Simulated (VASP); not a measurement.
Set up this calculation in VASP 6.6.1, as the native input.

```yaml
Task: single point
Functional: PBE
Potentials_or_basis: VASP PAW PBE potentials, release 64 (Sn_d, C)
Cutoff: 520 eV
k_mesh: 4 × 4 × 4
Occupations: gaussian, width 0.1 eV
Spin: no spin polarisation
Dipole_correction: no
Further_INCAR_settings: ALGO = Normal; EDIFF = 1e-06; NBANDS = 31
```

The structure of Sn3C lies in POSCAR:

```
Sn3C
1.0
    4.4987336458      0.0000000000      0.0000000000
    0.0000000000      4.4987336458      0.0000000000
    0.0000000000      0.0000000000      4.4987336458
Sn C
3 1
Direct
    0.0000000000      0.5000000000      0.5000000000
    0.5000000000      0.0000000000      0.5000000000
    0.5000000000      0.5000000000      0.0000000000
    0.0000000000      0.0000000000      0.0000000000
```

The cell was built from a structure type or drawn by symmetry, and may not be a known phase.

These files were run (other wordings do the same):

INCAR

```
PREC = Accurate
ENCUT = 520
EDIFF = 1E-6
ISMEAR = 0
SIGMA = 0.1
LREAL = False
LASPH = True
NELM = 100
ALGO = Normal
ISIF = 2
LWAVE = False
LCHARG = False
GGA = PE
NBANDS = 31
```

KPOINTS

```
regular mesh
0
Gamma
  4 4 4
```

Potentials or basis: VASP PAW PBE potentials, release 64 (Sn_d, C).

Launch:

```console
$ cat potpaw_PBE.64/Sn_d/POTCAR potpaw_PBE.64/C/POTCAR > POTCAR
$ mpirun -np 1 vasp_std > vasp.out
```

Results of the run:

The pressure is -0.1 GPa and the band gap on the k mesh is zero (bands 23 and 24 overlap by 1.39 eV).

Caveat: spin-orbit coupling is left out, which moves the levels of the heavy elements.

Wall time 43 s on 1 thread of Intel Xeon 8259CL (shared host), peak memory 0.21 GiB.
